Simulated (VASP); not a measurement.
Write the native input for VASP 6.6.1 that does the following.

```yaml
Task: single point
Functional: PBE
Potentials_or_basis: VASP PAW PBE potentials, release 64 (Mg, O)
Cutoff: 520 eV
k_mesh: 9 × 9 × 6
Occupations: gaussian, width 0.05 eV
Spin: no spin polarisation
Dipole_correction: no
Further_INCAR_settings: ALGO = Normal; EDIFF = 1e-07; NBANDS = 16
```

The structure of MgO lies in POSCAR:

```
MgO
1.0
    3.6445625691      0.0000000000      0.0000000000
   -1.8222812846      3.1562837705      0.0000000000
    0.0000000000      0.0000000000      3.9426256573
Mg O
2 2
Direct
    0.6694707015      0.3333333333      0.7500000000
    0.3361373682      0.6666666667      0.2500000000
    0.6624068962      0.3333333333      0.2500000000
    0.3290735629      0.6666666667      0.7500000000
```

This cell differs from its parent crystal: mode 8 frozen in at -0.015 Å, strain +e along z and -e/2 along x and y -0.0700.

One way to write it, as run:

INCAR

```
SYSTEM = MgO
PREC     = Accurate       ! precision mode
ENCUT    = 520            ! plane-wave cutoff, eV
EDIFF    = 1E-7           ! SCF threshold, eV
ISMEAR   = 0              ! smearing method
SIGMA    = 0.05           ! smearing width, eV
LREAL    = .False.        ! projectors in reciprocal space
LASPH    = .True.         ! aspherical terms in the spheres
NELM     = 60             ! most SCF steps
ALGO     = Normal         ! electronic algorithm
ISIF     = 2              ! what is computed and relaxed
LWAVE    = .False.        ! write WAVECAR
LCHARG   = .False.        ! write CHGCAR
GGA      = PE             ! functional
NBANDS   = 16             ! bands
```

KPOINTS

```
Automatic mesh
0
Gamma
  9 9 6
  0 0 0
```

Potentials or basis: VASP PAW PBE potentials, release 64 (Mg, O).

Run with:

```console
$ cat potpaw_PBE.64/Mg/POTCAR potpaw_PBE.64/O/POTCAR > POTCAR
$ mpirun -np 1 vasp_std > vasp.out
```

It gave:

The pressure is 3.6 GPa, the largest force is 0.127 eV/Å and the band gap on the k mesh is 3.42 eV, direct.

Caveat: the cell differs from its parent crystal (mode 8 frozen in at -0.015 Å, strain +e along z and -e/2 along x and y -0.0700).

Run time: 26 s on 1 thread of AMD EPYC 9R45 (Zen 5), with other jobs on the host, peak memory 0.18 GiB.
